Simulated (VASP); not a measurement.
# Al4Cr (Cm) in VASP: single point with r2SCAN

Aim: the single point of Al4Cr with r2SCAN.

Everything below comes from runs of VASP 6.6.1. Logs are shortened: lines on timing, memory, paths and dates and some standing lists are left out, and cuts for length are marked.

## (1) The cell of the first run

It takes space group Cm (No. 8, monoclinic). Conventional cell: a = 5.178 Å, b = 17.482 Å, c = 5.131 Å, α = 90.00°, β = 100.36°, γ = 90.00°. Cr (site symmetry 1) has 11 Al at 2.48 to 2.81 Å and 1 Cr at 3.30 Å within 3.3 Å. Within 3.3 Å of Cr (site symmetry m) lie 10 Al at 2.48 to 2.80 Å and 2 Cr at 3.30 Å. Within 3.6 Å of Al (site symmetry m) lie 4 Cr at 2.60 to 2.80 Å and 11 Al at 2.67 to 3.53 Å. Within 3.6 Å of Al (site symmetry m) lie 4 Cr at 2.62 to 2.80 Å and 11 Al at 2.66 to 3.53 Å. Al (site symmetry 1) has 3 Cr at 2.58 to 2.73 Å and 11 Al at 2.67 to 3.58 Å within 3.6 Å. Al (site symmetry 1) has 3 Cr at 2.60 to 2.75 Å and 10 Al at 2.66 to 3.29 Å within 3.4 Å. Within 3.3 Å of Al (site symmetry 1) lie 2 Cr at 2.48 Å and 10 Al at 2.67 to 3.11 Å. Within 4.2 Å of Al (site symmetry 1) lie 15 Al at 2.63 to 4.10 Å and 3 Cr at 2.64 to 4.15 Å.

## (2) Single point, r2SCAN

POSCAR reads:

```
Al4Cr
1.0
    5.1778060000      0.0000000000      0.0000000000
    2.5889030000     -8.7409490000      0.0000000000
    0.9224450000      0.0000000000     -5.0473220000
Cr Al
3 12
Direct
    0.2885500000      0.2735000000      0.1911000000
    0.5620500000      0.7265000000      0.1911000000
    0.7728000000      0.0000000000      0.8505000000
    0.2655000000      0.0000000000      0.0048000000
    0.6177000000      0.0000000000      0.3647000000
    0.8149000000      0.2366000000      0.0771000000
    0.0515000000      0.7634000000      0.0771000000
    0.4526000000      0.2454000000      0.6757000000
    0.6980000000      0.7546000000      0.6757000000
    0.0236000000      0.1530000000      0.5442000000
    0.1766000000      0.8470000000      0.5442000000
    0.8379000000      0.4672000000      0.4379000000
    0.3051000000      0.5328000000      0.4379000000
    0.9929000000      0.4924000000      0.9240000000
    0.4853000000      0.5076000000      0.9240000000
```

INCAR.step1 reads:

```
SYSTEM = Al4Cr
  PREC = Accurate
  ENCUT = 520
  ISMEAR = -1
  SIGMA = 0.1
  LREAL = Auto
  LASPH = .True.
  NELM = 80
  NBANDS = 49
  GGA = PE
  ALGO = Normal
  EDIFF = 1E-4
  LWAVE = .True.
  LCHARG = .False.
```

INCAR.step2 reads:

```
SYSTEM = Al4Cr
  PREC = Accurate
  ENCUT = 520
  EDIFF = 1E-6
  ISMEAR = -1
  SIGMA = 0.1
  LREAL = Auto
  LASPH = .True.
  NELM = 80
  ALGO = Normal
  ISIF = 2
  LWAVE = .False.
  LCHARG = .False.
  METAGGA = R2SCAN
  LMIXTAU = .True.
  NBANDS = 49
  ISTART = 1
```

KPOINTS reads:

```
Automatic mesh
0
Gamma
  5 5 4
  0 0 0
```

Potentials or basis: VASP PAW PBE potentials, release 64 (Cr_pv, Al).

On the command line:

```
> cat potpaw_PBE.64/Cr_pv/POTCAR potpaw_PBE.64/Al/POTCAR > POTCAR
> cp INCAR.step1 INCAR
> mpirun -np 1 vasp_std > vasp.out
> cp INCAR.step2 INCAR
> mpirun -np 1 vasp_std > vasp.out
```

OUTCAR:

```text
SYSTEM = Al4Cr
   PREC = Accurate
   ENCUT = 520
   EDIFF = 1E-6
   ISMEAR = -1
   LREAL = Auto
   LASPH = .True.
   NELM = 80
   ISIF = 2
   METAGGA = R2SCAN
   ISTART = 1

 ion  position               nearest neighbor table
   1  0.289  0.273  0.191-  10 2.48   6 2.61   8 2.63  14 2.64  12 2.64   6 2.73   8 2.75   4 2.76
                            13 2.77   5 2.80  15 2.81
   2  0.562  0.727  0.191-  11 2.48   7 2.61   9 2.63  15 2.64  13 2.64   7 2.73   9 2.75   4 2.76
                            12 2.77   5 2.80  14 2.81
   3  0.773  0.000  0.850-  10 2.48  11 2.48   7 2.58   6 2.58   4 2.60   9 2.60   8 2.60   5 2.62
                             5 2.75   4 2.80
   4  0.266  0.000  0.005-   3 2.60   6 2.67   7 2.67   1 2.76   2 2.76   3 2.80   5 2.82  10 2.97
                            11 2.97   8 3.01   9 3.01  10 3.05  11 3.05
   5  0.618  0.000  0.365-   3 2.62   8 2.66   9 2.66   3 2.75   1 2.80   2 2.80   4 2.82   7 2.87
                             6 2.87  10 2.99  11 2.99  11 3.11  10 3.11
   6  0.815  0.237  0.077-   3 2.58   1 2.61   4 2.67   1 2.73  15 2.74  14 2.77  10 2.79  10 2.81
                             5 2.87  12 2.91   8 3.01   8 3.29
   7  0.051  0.763  0.077-   3 2.58   2 2.61   4 2.67   2 2.73  14 2.74  15 2.77  11 2.79  11 2.81
                             5 2.87  13 2.91   9 3.01   9 3.29
   8  0.453  0.245  0.676-   3 2.60   1 2.63   5 2.66   1 2.75  10 2.79  13 2.79  10 2.80  15 2.83
                            14 2.92   4 3.01   6 3.01  12 3.27   6 3.29
   9  0.698  0.755  0.676-   3 2.60   2 2.63   5 2.66   2 2.75  11 2.79  12 2.79  11 2.80  14 2.83
                            15 2.92   4 3.01   7 3.01  13 3.27   7 3.29
  10  0.024  0.153  0.544-   1 2.48   3 2.48  11 2.67   8 2.79   6 2.79   8 2.80  12 2.81   6 2.81
                             4 2.97   5 2.99   4 3.05   5 3.11
  11  0.177  0.847  0.544-   2 2.48   3 2.48  10 2.67   9 2.79   7 2.79   9 2.80  13 2.81   7 2.81
                             4 2.97   5 2.99   4 3.05   5 3.11
  12  0.838  0.467  0.438-  14 2.63   1 2.64  13 2.65  13 2.65   2 2.77  15 2.79  14 2.79   9 2.79
                            10 2.81   6 2.91   8 3.27
  13  0.305  0.533  0.438-  15 2.63   2 2.64  12 2.65  12 2.65   1 2.77  14 2.79  15 2.79   8 2.79
                            11 2.81   7 2.91   9 3.27
  14  0.993  0.492  0.924-  15 2.59  15 2.59  12 2.63   1 2.64   7 2.74   6 2.77  13 2.79  12 2.79
                             2 2.81   9 2.83   8 2.92
  15  0.485  0.508  0.924-  14 2.59  14 2.59  13 2.63   2 2.64   6 2.74   7 2.77  12 2.79  13 2.79
                             1 2.81   8 2.83   9 2.92

  LATTYP: Found a base centered monoclinic cell.
 ALAT       =     5.1778060000
 B/A-ratio  =     3.3763138287
 C/A-ratio  =     0.9909452669
 COS(beta)  =    -0.1797815163

  Lattice vectors:

 A1 = (  -2.5889030000,  -8.7409490000,   0.0000000000)
 A2 = (  -2.5889030000,   8.7409490000,   0.0000000000)
 A3 = (   0.9224450000,   0.0000000000,  -5.0473220000)

Analysis of symmetry for initial positions (statically):
=====================================================================
 Subroutine PRICEL returns:
 Original cell was already a primitive cell.

 Routine SETGRP: Setting up the symmetry group for a
 base centered monoclinic supercell.

 Subroutine GETGRP returns: Found  2 space group operations
 (whereof  2 operations were pure point group operations)
 out of a pool of  4 trial point group operations.

The static configuration has the point symmetry C_1h.

Analysis of symmetry for dynamics (positions and initial velocities):
=====================================================================
 Subroutine PRICEL returns:
 Original cell was already a primitive cell.

 Routine SETGRP: Setting up the symmetry group for a
 base centered monoclinic supercell.

 Subroutine GETGRP returns: Found  2 space group operations
 (whereof  2 operations were pure point group operations)
 out of a pool of  4 trial point group operations.

The dynamic configuration has the point symmetry C_1h.

 Subroutine INISYM returns: Found  2 space group operations
 (whereof  2 operations are pure point group operations),
 and found     1 'primitive' translations

----------------------------------------------------------------------------------------

                                     Primitive cell

  volume of cell :     228.4364

  direct lattice vectors                    reciprocal lattice vectors
     5.177806000  0.000000000  0.000000000     0.193131995  0.057202027  0.035296667
     2.588903000 -8.740949000  0.000000000     0.000000000 -0.114404054  0.000000000
     0.922445000  0.000000000 -5.047322000     0.000000000  0.000000000 -0.198124867

  length of vectors
     5.177806000  9.116282585  5.130922349     0.204494239  0.114404054  0.198124867

  position of ions in fractional coordinates (direct lattice)
     0.288550000  0.273500000  0.191100000
     0.562050000  0.726500000  0.191100000
     0.772800000  0.000000000  0.850500000
     0.265500000  0.000000000  0.004800000
     0.617700000  0.000000000  0.364700000
     0.814900000  0.236600000  0.077100000
     0.051500000  0.763400000  0.077100000
     0.452600000  0.245400000  0.675700000
     0.698000000  0.754600000  0.675700000
     0.023600000  0.153000000  0.544200000
     0.176600000  0.847000000  0.544200000
     0.837900000  0.467200000  0.437900000
     0.305100000  0.532800000  0.437900000
     0.992900000  0.492400000  0.924000000
     0.485300000  0.507600000  0.924000000

  ion indices of the primitive-cell ions
   primitive index   ion index
                 1           1
                 2           2
                 3           3
                 4           4
                 5           5
                 6           6
                 7           7
                 8           8
                 9           9
                10          10
                11          11
                12          12
                13          13
                14          14
                15          15

----------------------------------------------------------------------------------------

 KPOINTS: Automatic mesh

Automatic generation of k-mesh.
 Grid dimensions read from file:
 generate k-points for:    5    5    4

 Generating k-lattice:

  Cartesian coordinates                     Fractional coordinates (reciprocal lattice)
     0.038626399  0.011440405  0.007059333     0.200000000  0.000000000  0.000000000
     0.000000000 -0.022880811  0.000000000     0.000000000  0.200000000  0.000000000
     0.000000000  0.000000000 -0.049531217     0.000000000  0.000000000  0.250000000

  Length of vectors
     0.040898848  0.022880811  0.049531217

  Shift w.r.t. Gamma in fractional coordinates (k-lattice)
     0.000000000  0.000000000  0.000000000

 Subroutine IBZKPT returns following result:
 ===========================================

 Found     33 irreducible k-points:

 Following reciprocal coordinates:
            Coordinates               Weight
  0.000000  0.000000  0.000000      1.000000
  0.200000 -0.000000  0.000000      4.000000
  0.400000 -0.000000  0.000000      4.000000
  0.000000  0.200000  0.000000      2.000000
  0.400000  0.200000  0.000000      2.000000
 -0.400000  0.200000  0.000000      4.000000
[... 16 lines left out ...]
  0.400000 -0.400000  0.250000      4.000000
 -0.400000 -0.200000  0.250000      2.000000
 [... further k-points ...]
   k-points           NKPTS =     33   k-points in BZ     NKDIM =     33   number of bands    NBANDS=     49
   number of dos      NEDOS =    301   number of ions     NIONS =     15
   total plane-waves  NPLWV = 112000
   dimension x,y,z NGX =    40 NGY =   70 NGZ =   40
   dimension x,y,z NGXF=    80 NGYF=  140 NGZF=   80
   ions per type =               3  12
   NGX,Y,Z   is equivalent  to a cutoff of  12.84, 12.77, 12.96 a.u.
   NGXF,Y,Z  is equivalent  to a cutoff of  25.69, 25.53, 25.92 a.u.
 SYSTEM =  Al4Cr
   PREC   = accura    normal or accurate (medium, high low for compatibility)
   ISTART =      1    job   : 0-new  1-cont  2-samecut
   ICHARG =      0    charge: 1-file 2-atom 10-const
   ISPIN  =      1    spin polarized calculation?
   LNONCOLLINEAR =      F non collinear calculations
   LSORBIT =      F    spin-orbit coupling
   LASPH  =      T    aspherical Exc in radial PAW
   ENCUT  =  520.0 eV  38.22 Ry    6.18 a.u.   9.63 16.95  9.54*2*pi/ulx,y,z
   NELM   =     80;   NELMIN=  2; NELMDL=  0     # of ELM steps
   EDIFF  = 0.1E-05   stopping-criterion for ELM
   LREAL  =      T    real-space projection
   EDIFFG = 0.1E-04   stopping-criterion for IOM
   NSW    =      0    number of steps for IOM
[... 5 lines left out ...]
   TEBEG  =    0.0;   TEEND  =   0.0 temperature during run
   PSTRESS=    0.0 pullay stress
   NELECT =      72.0000    total number of electrons
   NUPDOWN=      -1.0000    fix difference up-down
   EMIN   =  10.00;   EMAX   =-10.00  energy-range for DOS
   EFERMI =   0.00;   METHOD = LEGACY
   ISMEAR =    -1;   SIGMA  =   0.10  broadening in eV -4-tet -1-fermi 0-gaus
   EFERMI_NEDOS =   21; number of points for ismear=-14 and -15
   IALGO  =     38    algorithm
   IMIX   =      4    mixing-type and parameters
     AMIX     =   0.40;   BMIX     =  1.00
     AMIX_MAG =   1.60;   BMIX_MAG =  1.00
  volume/ion in A,a.u.               =      15.23       102.77
  Fermi-wavevector in a.u.,A,eV,Ry     =   1.114116  2.105375 16.888302  1.241255
  Thomas-Fermi vector in A             =   2.250708
   LORBIT       =      0    0 simple, 1 ext, 2 COOP (PROOUT), +10 PAW based schemes
   METAGGA = R2SCAN    functional components
   LHFCALC =     F    Hartree Fock is set to
   AEXX    =    0.0000 exact exchange contribution
   IVDW    =     0    specifies the selected vdW correction
   LEPSILON=     F    determine dielectric tensor
   LRPA    =     F    only Hartree local field effects (RPA)
 non-spin polarized calculation
  energy-cutoff  :      520.00
  volume of cell :      228.44
 maximum number of plane-waves:      6180
   NGX = 19   NGY = 33   NGZ = 19

 number of electron      72.0000004 magnetization

 Free energy of the ion-electron system (eV)
  ---------------------------------------------------
  ext. energy  EPLUGINS =         0.00000000
  ---------------------------------------------------
  free energy    TOTEN  =      -127.36578000 eV

  energy without entropy =     -127.17592800  energy(sigma->0) =     -127.27085400

 E-fermi :   8.1689     XC(G=0): -11.5640

 val. band max:        8.1656990757   @ k =   0.4000  -0.0000   0.5000
 cond. band min:       8.1702215273   @ k =   0.0000   0.4000   0.5000
 fundamental gap:      0.0045224516
 Fermi energy:         8.1688538868

 k-point     1 :       0.0000    0.0000    0.0000
  band No.  band energies     occupation
      1     -35.9397      2.00000
      2     -35.9395      2.00000
      3     -35.9012      2.00000
      4     -35.8969      2.00000
      5     -35.8891      2.00000
      6     -35.8741      2.00000
[... 40 lines left out ...]
     47      10.9806      0.00000
     48      11.0797      0.00000
[... 1171 lines left out ...]
     47      11.3188      0.00000
     48      11.3815      0.00000

 [... further k-points ...]

 [bands above 48 left out]

------------------------ aborting loop because EDIFF is reached ----------------------------------------

  FORCE on cell =-STRESS in cart. coord.  units (eV):
  Direction    XX          YY          ZZ          XY          YZ          ZX
  --------------------------------------------------------------------------------------
  -------------------------------------------------------------------------------------
  Total       -6.9777742     -7.1505476     -6.7369337      0.0000000      0.0000000      0.2970771
  in kB      -48.9397919    -50.1515677    -47.2506170      0.0000000      0.0000000      2.0836002
  external PRESSURE =     -48.7806589 kB  Pullay stress =       0.0000000 kB

 VOLUME and BASIS-vectors are now :
 -----------------------------------------------------------------------------
  energy-cutoff  :      520.00
  volume of cell :      228.44
      direct lattice vectors                 reciprocal lattice vectors
     5.177806000  0.000000000  0.000000000     0.193131995  0.057202027  0.035296667
     2.588903000 -8.740949000  0.000000000     0.000000000 -0.114404054  0.000000000
     0.922445000  0.000000000 -5.047322000     0.000000000  0.000000000 -0.198124867

 POSITION                                       TOTAL-FORCE (eV/Angst)
 -----------------------------------------------------------------------------------
      2.37840     -2.39065     -0.96454        -0.068644     -0.066942     -0.066572
      4.96730     -6.35030     -0.96454        -0.068644      0.066942     -0.066572
      4.78595      0.00000     -4.29275         0.121188      0.000000      0.087156
      1.37914      0.00000     -0.02423         0.055487      0.000000     -0.021171
      3.53475      0.00000     -1.84076        -0.070686      0.000000      0.087461
      4.90305     -2.06811     -0.38915        -0.082505      0.197935     -0.003494
      2.31415     -6.67284     -0.38915        -0.082505     -0.197935     -0.003494
      3.60209     -2.14503     -3.41048         0.052628      0.094731     -0.060055
      6.19099     -6.59592     -3.41048         0.052628     -0.094731     -0.060055
      1.02029     -1.33737     -2.74675         0.045917      0.050151      0.066317
      3.60920     -7.40358     -2.74675         0.045917     -0.050151      0.066317
      5.95196     -4.08377     -2.21022         0.002698     -0.055820      0.230822
      3.36305     -4.65718     -2.21022         0.002698      0.055820      0.230822
      7.26816     -4.30404     -4.66373        -0.003087     -0.133916     -0.243741
      4.67926     -4.43691     -4.66373        -0.003087      0.133916     -0.243741
 -----------------------------------------------------------------------------------
    total drift:                               -0.005810      0.000304     -0.006440

  FREE ENERGIE OF THE ION-ELECTRON SYSTEM (eV)
  ---------------------------------------------------
  free  energy   TOTEN  =      -127.3657799955 eV

  energy  without entropy=     -127.1759279995  energy(sigma->0) =     -127.27085400
```

Run time: 14 min. Hardware: 1 thread of Intel Xeon 6975P-C (Granite Rapids), shared host; peak memory 0.48 GiB.

What came out:

```yaml
Free_energy: -127.3658 eV
Pressure: -4.9 GPa
Largest_force: 0.278 eV/Å
Band_gap_on_the_k_mesh: zero (bands 36 and 37 overlap by 0.44 eV)
```

Forces on the atoms (eV/Å):
```
Cr  -0.069 -0.067 -0.067
Cr  -0.069  0.067 -0.067
Cr   0.121  0.000  0.087
Al   0.055  0.000 -0.021
Al  -0.071  0.000  0.087
Al  -0.083  0.198 -0.003
Al  -0.083 -0.198 -0.003
Al   0.053  0.095 -0.060
Al   0.053 -0.095 -0.060
Al   0.046  0.050  0.066
Al   0.046 -0.050  0.066
Al   0.003 -0.056  0.231
Al   0.003  0.056  0.231
Al  -0.003 -0.134 -0.244
Al  -0.003  0.134 -0.244
```

Levels at points of the mesh, in eV from the Fermi level:
| k point | band 33 | band 34 | band 35 | band 36 | band 37 | band 38 | band 39 | band 40 |
| --- | --- | --- | --- | --- | --- | --- | --- | --- |
| (0.00, 0.00, 0.00) | -0.96 | -0.86 | -0.68 | -0.37 | -0.32 | 0.36 | 0.70 | 1.00 |
| (0.00, 0.00, 0.50) | -0.86 | -0.45 | -0.10 | -0.01 | 0.13 | 0.76 | 0.90 | 1.27 |

Caveat: the cell stands under tension; the PAW data sets were made with another functional, which shifts forces and pressure a little; the run has no spin polarisation, though such a crystal can be magnetic.
